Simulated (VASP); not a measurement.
# LiH in VASP: further runs

LiH is run at these levels: HSE06; tasks: single point.

Everything below comes from runs of VASP 6.6.1. Logs are shortened: lines on timing, memory, paths and dates and some standing lists are left out, and cuts for length are marked.

## 1. The cell of the first run

It takes space group I4/mmm (No. 139, tetragonal). The conventional cell has a = 2.883 Å, b = 2.883 Å, c = 4.006 Å, α = 90.00°, β = 90.00°, γ = 90.00°. Li (site symmetry 4/mmm) has 6 H at 2.00 to 2.04 Å within 2.7 Å. Within 2.7 Å of H (site symmetry 4/mmm) lie 6 Li at 2.00 to 2.04 Å.

## 2. Single point, HSE06 (biaxial xy strain +1.8%)

Input file POSCAR:

```
LiH
1.0
    0.0000000000      2.0388484488      2.0029948411
    2.0388484488      0.0000000000      2.0029948411
    2.0388484488      2.0388484488      0.0000000000
Li H
1 1
Direct
    0.0000000000      0.0000000000      0.0000000000
    0.5000000000      0.5000000000      0.5000000000
```

Input file INCAR.step1:

```
  PREC = Accurate
  ENCUT = 520
  EDIFF = 1E-5
  ISMEAR = 0
  SIGMA = 0.01
  LREAL = F
  LASPH = T
  NELM = 80
  ALGO = Normal
  ISIF = 2
  LWAVE = T
  LCHARG = F
  GGA = PE
  NBANDS = 9
```

Input file INCAR.step2:

```
  PREC = Accurate
  ENCUT = 520
  EDIFF = 1E-6
  ISMEAR = 0
  SIGMA = 0.01
  LREAL = F
  LASPH = T
  NELM = 80
  ALGO = Normal
  ISIF = 2
  LWAVE = F
  LCHARG = F
  GGA = PE
  LHFCALC = T
  HFSCREEN = 0.2079
  PRECFOCK = Normal
  ISTART = 1
  NBANDS = 9
```

Input file KPOINTS:

```
Automatic mesh
0
Gamma
  8 8 8
```

Potentials or basis: VASP PAW PBE potentials, release 64 (Li_sv, H).

The run is started by

```bash
$ cat potpaw_PBE.64/Li_sv/POTCAR potpaw_PBE.64/H/POTCAR > POTCAR
$ cp INCAR.step1 INCAR
$ mpirun -np 1 vasp_std > vasp.out
$ cp INCAR.step2 INCAR
$ mpirun -np 1 vasp_std > vasp.out
```

OUTCAR:

```text
PREC = Accurate
   ENCUT = 520
   EDIFF = 1E-6
   ISMEAR = 0
   LREAL = F
   LASPH = T
   NELM = 80
   ISIF = 2
   GGA = PE
   LHFCALC = T
   HFSCREEN = 0.2079
   PRECFOCK = Normal
   ISTART = 1

 ion  position               nearest neighbor table
   1  0.000  0.000  0.000-
   2  0.500  0.500  0.500-

  LATTYP: Found a body centered tetragonal cell.
 ALAT       =     2.8833671279
 C/A-ratio  =     1.3893442994

  Lattice vectors:

 A1 = (   0.0000000000,  -2.0388484488,  -2.0029948411)
 A2 = (   0.0000000000,   2.0388484488,  -2.0029948411)
 A3 = (   2.0388484488,   0.0000000000,   2.0029948411)

Analysis of symmetry for initial positions (statically):
=====================================================================
 Subroutine PRICEL returns:
 Original cell was already a primitive cell.

 Routine SETGRP: Setting up the symmetry group for a
 body centered tetragonal supercell.

 Subroutine GETGRP returns: Found 16 space group operations
 (whereof 16 operations were pure point group operations)
 out of a pool of 16 trial point group operations.

The static configuration has the point symmetry D_4h.

Analysis of symmetry for dynamics (positions and initial velocities):
=====================================================================
 Subroutine PRICEL returns:
 Original cell was already a primitive cell.

 Routine SETGRP: Setting up the symmetry group for a
 body centered tetragonal supercell.

 Subroutine GETGRP returns: Found 16 space group operations
 (whereof 16 operations were pure point group operations)
 out of a pool of 16 trial point group operations.

The dynamic configuration has the point symmetry D_4h.

 Subroutine INISYM returns: Found 16 space group operations
 (whereof 16 operations are pure point group operations),
 and found     1 'primitive' translations

----------------------------------------------------------------------------------------

                                     Primitive cell

  volume of cell :      16.6525

  direct lattice vectors                    reciprocal lattice vectors
     0.000000000  2.038848449  2.002994841    -0.245236472  0.245236472  0.249626205
     2.038848449  0.000000000  2.002994841     0.245236472 -0.245236472  0.249626205
     2.038848449  2.038848449  0.000000000     0.245236472  0.245236472 -0.249626205

  length of vectors
     2.858127242  2.858127242  2.883367128     0.427311474  0.427311474  0.427311474

  position of ions in fractional coordinates (direct lattice)
     0.000000000  0.000000000  0.000000000
     0.500000000  0.500000000  0.500000000

  ion indices of the primitive-cell ions
   primitive index   ion index
                 1           1
                 2           2

----------------------------------------------------------------------------------------

 KPOINTS: Automatic mesh

Automatic generation of k-mesh.
 Grid dimensions read from file:
 generate k-points for:    8    8    8

 Generating k-lattice:

  Cartesian coordinates                     Fractional coordinates (reciprocal lattice)
    -0.030654559  0.030654559  0.031203276     0.125000000  0.000000000  0.000000000
     0.030654559 -0.030654559  0.031203276     0.000000000  0.125000000  0.000000000
     0.030654559  0.030654559 -0.031203276     0.000000000  0.000000000  0.125000000

  Length of vectors
     0.053413934  0.053413934  0.053413934

  Shift w.r.t. Gamma in fractional coordinates (k-lattice)
     0.000000000  0.000000000  0.000000000

 Subroutine IBZKPT returns following result:
 ===========================================

 Found     59 irreducible k-points:

 Following reciprocal coordinates:
            Coordinates               Weight
  0.000000  0.000000  0.000000      1.000000
  0.125000  0.000000  0.000000      8.000000
  0.250000  0.000000  0.000000      8.000000
  0.375000 -0.000000  0.000000      8.000000
  0.500000  0.000000  0.000000      4.000000
  0.125000  0.125000  0.000000      2.000000
[... 16 lines left out ...]
  0.250000  0.000000  0.125000     16.000000
  0.375000 -0.000000  0.125000     16.000000
 [... further k-points ...]
   k-points           NKPTS =     59   k-points in BZ     NKDIM =    512   number of bands    NBANDS=      9
   number of dos      NEDOS =    301   number of ions     NIONS =      2
   total plane-waves  NPLWV =  13824
   dimension x,y,z NGX =    24 NGY =   24 NGZ =   24
   dimension x,y,z NGXF=    48 NGYF=   48 NGZF=   48
   ions per type =               1   1
   NGX,Y,Z   is equivalent  to a cutoff of  13.96, 13.96, 13.84 a.u.
   NGXF,Y,Z  is equivalent  to a cutoff of  27.92, 27.92, 27.68 a.u.
 SYSTEM =  unknown system
   PREC   = accura    normal or accurate (medium, high low for compatibility)
   ISTART =      1    job   : 0-new  1-cont  2-samecut
   ICHARG =      0    charge: 1-file 2-atom 10-const
   ISPIN  =      1    spin polarized calculation?
   LNONCOLLINEAR =      F non collinear calculations
   LSORBIT =      F    spin-orbit coupling
   LASPH  =      T    aspherical Exc in radial PAW
   ENCUT  =  520.0 eV  38.22 Ry    6.18 a.u.   5.31  5.31  5.36*2*pi/ulx,y,z
   NELM   =     80;   NELMIN=  2; NELMDL=  0     # of ELM steps
   EDIFF  = 0.1E-05   stopping-criterion for ELM
   LREAL  =      F    real-space projection
   EDIFFG = 0.1E-04   stopping-criterion for IOM
   NSW    =      0    number of steps for IOM
   IBRION =     -1    ionic relax: 0-MD 1-quasi-New 2-CG
   NFREE  =      0    steps in history (QN), initial steepest desc. (CG)
   ISIF   =      2    stress and relaxation
   ISYM   =      3    0-nonsym 1-usesym 2-fastsym
   POTIM  = 0.5000    time-step for ionic-motion
   TEBEG  =    0.0;   TEEND  =   0.0 temperature during run
   PSTRESS=    0.0 pullay stress
   NELECT =       4.0000    total number of electrons
   NUPDOWN=      -1.0000    fix difference up-down
   EMIN   =  10.00;   EMAX   =-10.00  energy-range for DOS
   EFERMI =   0.00;   METHOD = LEGACY
   ISMEAR =     0;   SIGMA  =   0.01  broadening in eV -4-tet -1-fermi 0-gaus
   EFERMI_NEDOS =   21; number of points for ismear=-14 and -15
   IALGO  =     38    algorithm
   IMIX   =      1    mixing-type and parameters
     AMIX     =   0.40;   BMIX     =  1.00
     AMIX_MAG =   1.60;   BMIX_MAG =  1.00
  volume/ion in A,a.u.               =       8.33        56.19
  Fermi-wavevector in a.u.,A,eV,Ry     =   1.017657  1.923094 14.090555  1.035627
  Thomas-Fermi vector in A             =   2.151071
   LORBIT       =      0    0 simple, 1 ext, 2 COOP (PROOUT), +10 PAW based schemes
   GGA     = PE    functional components
   LHFCALC =     T    Hartree Fock is set to
   PRECFOCK=normal    Normal, Fast or Accurate (Low or Medium for compatibility)
   ENCUT4O =  -1.0   cutoff for four orbital integrals eV
   NKREDX  =     1    reduce k-point grid by
   NKREDY  =     1    reduce k-point grid by
   NKREDZ  =     1    reduce k-point grid by
   AEXX    =    0.2500 exact exchange contribution
   HFSCREEN=    0.2079 screening length (either q_TF or 0.3 A-1)
   HFSCREENC=   0.2079 screening length for correlation (either q_TF or 0.3 A-1)
   ENCUTFOCK=  -1.0 apply spherical cutoff to Coloumb kernel
   IVDW    =     0    specifies the selected vdW correction
   LEPSILON=     F    determine dielectric tensor
   LRPA    =     F    only Hartree local field effects (RPA)
 non-spin polarized calculation
 Gauss-broadening in eV      SIGMA  =   0.01
  energy-cutoff  :      520.00
  volume of cell :       16.65
 maximum number of plane-waves:       461
 NGX is ok and might be reduce to    24
  NGX = 16; NGY = 16; NGZ = 18

 number of electron       3.9999997 magnetization

 Free energy of the ion-electron system (eV)
  ---------------------------------------------------
  ext. energy  EPLUGINS =         0.00000000
  ---------------------------------------------------
  free energy    TOTEN  =        -6.78201526 eV

  energy without entropy =       -6.78201526  energy(sigma->0) =       -6.78201526

 E-fermi :  -0.5876     XC(G=0):  -7.0397

 val. band max:       -0.6542258037   @ k =   0.5000   0.5000   0.0000
 cond. band min:       3.1566957140   @ k =   0.5000   0.0000   0.5000
 fundamental gap:      3.8109215177
 Fermi energy:        -0.5875820102

 k-point     1 :       0.0000    0.0000    0.0000
  band No.  band energies     occupation
      1     -48.0739      2.00000
      2      -6.6822      2.00000
      3      16.7277      0.00000
      4      18.2682      0.00000
      5      18.4134      0.00000
      6      18.4134      0.00000
      7      22.8761      0.00000
      8      22.8761      0.00000
      9      22.9680      0.00000

 k-point     2 :       0.1250    0.0000    0.0000
  band No.  band energies     occupation
      1     -48.0673      2.00000
      2      -6.3686      2.00000
      3      14.3573      0.00000
      4      17.0973      0.00000
      5      17.7978      0.00000
      6      17.8061      0.00000
      7      22.4313      0.00000
      8      24.0476      0.00000
      9      24.1170      0.00000

 k-point     3 :       0.2500    0.0000    0.0000
  band No.  band energies     occupation
      1     -48.0514      2.00000
      2      -5.4718      2.00000
      3      10.0946      0.00000
      4      15.6009      0.00000
      5      17.0229      0.00000
      6      17.1791      0.00000
      7      22.2817      0.00000
      8      22.8244      0.00000
      9      23.9059      0.00000
[... 229 lines left out ...]
 k-point    23 :       0.2500    0.0000    0.1250
  band No.  band energies     occupation
      1     -48.0528      2.00000
      2      -5.5344      2.00000
      3      11.4871      0.00000
      4      14.3762      0.00000
      5      15.0223      0.00000
      6      18.3938      0.00000
      7      20.4545      0.00000
      8      23.9522      0.00000
      9      26.6086      0.00000

 k-point    24 :       0.3750   -0.0000    0.1250
  band No.  band energies     occupation
      1     -48.0368      2.00000
      2      -4.3365      2.00000
      3       7.6895      0.00000
      4      12.8672      0.00000
      5      14.6583      0.00000
      6      17.3360      0.00000
      7      22.4215      0.00000
      8      23.9163      0.00000
      9      24.2456      0.00000

 [... further k-points ...]

------------------------ aborting loop because EDIFF is reached ----------------------------------------

  FORCE on cell =-STRESS in cart. coord.  units (eV):
  Direction    XX          YY          ZZ          XY          YZ          ZX
  --------------------------------------------------------------------------------------
  -------------------------------------------------------------------------------------
  Total       -0.2323253     -0.2323253     -0.1162647      0.0000000     -0.0000000     -0.0000000
  in kB      -22.3525682    -22.3525682    -11.1861008      0.0000000     -0.0000000     -0.0000000
  external PRESSURE =     -18.6304124 kB  Pullay stress =       0.0000000 kB

 VOLUME and BASIS-vectors are now :
 -----------------------------------------------------------------------------
  energy-cutoff  :      520.00
  volume of cell :       16.65
      direct lattice vectors                 reciprocal lattice vectors
     0.000000000  2.038848449  2.002994841    -0.245236472  0.245236472  0.249626205
     2.038848449  0.000000000  2.002994841     0.245236472 -0.245236472  0.249626205
     2.038848449  2.038848449  0.000000000     0.245236472  0.245236472 -0.249626205

 POSITION                                       TOTAL-FORCE (eV/Angst)
 -----------------------------------------------------------------------------------
      0.00000      0.00000      0.00000         0.000000      0.000000      0.000000
      2.03885      2.03885      2.00299         0.000000      0.000000      0.000000
 -----------------------------------------------------------------------------------
    total drift:                                0.000000      0.000000     -0.000001

  FREE ENERGIE OF THE ION-ELECTRON SYSTEM (eV)
  ---------------------------------------------------
  free  energy   TOTEN  =        -6.7820152594 eV

  energy  without entropy=       -6.7820152594  energy(sigma->0) =       -6.78201526
```

Wall time 7.7 min (1 thread of AMD EPYC 7R43 (Zen 3), shared host); peak memory 0.21 GiB.

What came out:

```yaml
Free_energy: -6.7820 eV
Band_gap_on_the_k_mesh: 3.81 eV (least direct gap 3.96 eV)
```

Levels at points of the mesh, in eV from the valence-band top:
```tsv
k point	band 1	band 2	band 3	band 4	band 5
(0.00, 0.00, 0.00)	-47.42	-6.03	17.38	18.92	19.07
(0.50, 0.00, 0.00)	-47.37	-2.87	5.78	14.83	17.43
(0.50, 0.50, 0.00)	-47.36	0.00	4.06	11.71	11.71
(0.50, 0.00, 0.50)	-47.36	-0.15	3.81	11.92	12.08
```

Caveat: the cell differs from its parent crystal (biaxial xy strain +1.8%); the cutoff is under 1.25 times the usual one of these potentials, so pressure, stress and relaxed cells hold a basis-set (Pulay) error; the PAW data sets were made with another functional, which shifts forces and pressure a little. A k mesh can miss the band edges.

## 3. Single point, HSE06 (strain along [111] +4.5%)

Input file POSCAR:

```
LiH
1.0
    0.0603569112      2.0633517523      2.0633517523
    2.0633517523      0.0603569112      2.0633517523
    2.0633517523      2.0633517523      0.0603569112
Li H
1 1
Direct
    0.0000000000      0.0000000000      0.0000000000
    0.5000000000      0.5000000000      0.5000000000
```

Input file INCAR.step1:

```
SYSTEM = LiH
  ALGO = Normal
  EDIFF = 1E-5
  ENCUT = 520
  GGA = PE
  ISIF = 2
  ISMEAR = 0
  LASPH = .True.
  LREAL = .False.
  LWAVE = .True.
  NBANDS = 9
  NELM = 60
  PREC = Accurate
  SIGMA = 0.01
```

Input file INCAR.step2:

```
SYSTEM = LiH
  ALGO = Normal
  EDIFF = 1E-6
  ENCUT = 520
  GGA = PE
  HFSCREEN = 0.2079
  ISIF = 2
  ISMEAR = 0
  ISTART = 1
  LASPH = .True.
  LCHARG = .True.
  LELF = .True.
  LHFCALC = .True.
  LREAL = .False.
  LVHAR = .True.
  LWAVE = .False.
  NBANDS = 9
  NELM = 60
  PREC = Accurate
  PRECFOCK = Normal
  SIGMA = 0.01
```

Input file KPOINTS:

```
k-points
0
Gamma
  8 8 8
  0 0 0
```

Potentials or basis: VASP PAW PBE potentials, release 64 (Li_sv, H).

The run is started by

```bash
$ cat potpaw_PBE.64/Li_sv/POTCAR potpaw_PBE.64/H/POTCAR > POTCAR
$ cp INCAR.step1 INCAR
$ mpirun -np 1 vasp_std > vasp.out
$ cp INCAR.step2 INCAR
$ mpirun -np 1 vasp_std > vasp.out
```

OUTCAR:

```text
SYSTEM = LiH
   EDIFF = 1E-6
   ENCUT = 520
   GGA = PE
   HFSCREEN = 0.2079
   ISIF = 2
   ISMEAR = 0
   ISTART = 1
   LASPH = .True.
   LHFCALC = .True.
   LREAL = .False.
   NELM = 60
   PREC = Accurate
   PRECFOCK = Normal

 ion  position               nearest neighbor table
   1  0.000  0.000  0.000-
   2  0.500  0.500  0.500-

  LATTYP: Found a trigonal (rhomboedric) cell.
 ALAT       =     2.9186441825
 COS(alpha) =     0.5290255405

  Lattice vectors:

[... 482 lines left out ...]
 [... further k-points ...]

------------------------ aborting loop because EDIFF is reached ----------------------------------------

  FORCE on cell =-STRESS in cart. coord.  units (eV):
  Direction    XX          YY          ZZ          XY          YZ          ZX
  --------------------------------------------------------------------------------------
  -------------------------------------------------------------------------------------
  Total       -0.2251130     -0.2251130     -0.2251130     -0.1573354     -0.1573354     -0.1573354
  in kB      -21.4705011    -21.4705011    -21.4705011    -15.0061146    -15.0061146    -15.0061146
  external PRESSURE =     -21.4705011 kB  Pullay stress =       0.0000000 kB

 VOLUME and BASIS-vectors are now :
 -----------------------------------------------------------------------------
  energy-cutoff  :      520.00
  volume of cell :       16.80
      direct lattice vectors                 reciprocal lattice vectors
     0.060356911  2.063351752  2.063351752    -0.253224592  0.246027817  0.246027817
     2.063351752  0.060356911  2.063351752     0.246027817 -0.253224592  0.246027817
     2.063351752  2.063351752  0.060356911     0.246027817  0.246027817 -0.253224592

 POSITION                                       TOTAL-FORCE (eV/Angst)
 -----------------------------------------------------------------------------------
      0.00000      0.00000      0.00000         0.000000      0.000000     -0.000000
      2.09353      2.09353      2.09353        -0.000000     -0.000000      0.000000
 -----------------------------------------------------------------------------------
    total drift:                               -0.000000     -0.000000     -0.000000

  FREE ENERGIE OF THE ION-ELECTRON SYSTEM (eV)
  ---------------------------------------------------
  free  energy   TOTEN  =        -6.7742427283 eV

  energy  without entropy=       -6.7742427283  energy(sigma->0) =       -6.77424273
```

Run time: 15 min. Hardware: 1 thread of AMD EPYC 7R43 (Zen 3), shared host; peak memory 0.22 GiB.

Results:

```yaml
Free_energy: -6.7742 eV
Band_gap_on_the_k_mesh: 3.99 eV
```

Caveat: the cell differs from its parent crystal (strain along [111] +4.5%); the cutoff is under 1.25 times the usual one of these potentials, so pressure, stress and relaxed cells hold a basis-set (Pulay) error; the PAW data sets were made with another functional, which shifts forces and pressure a little. A k mesh can miss the band edges.
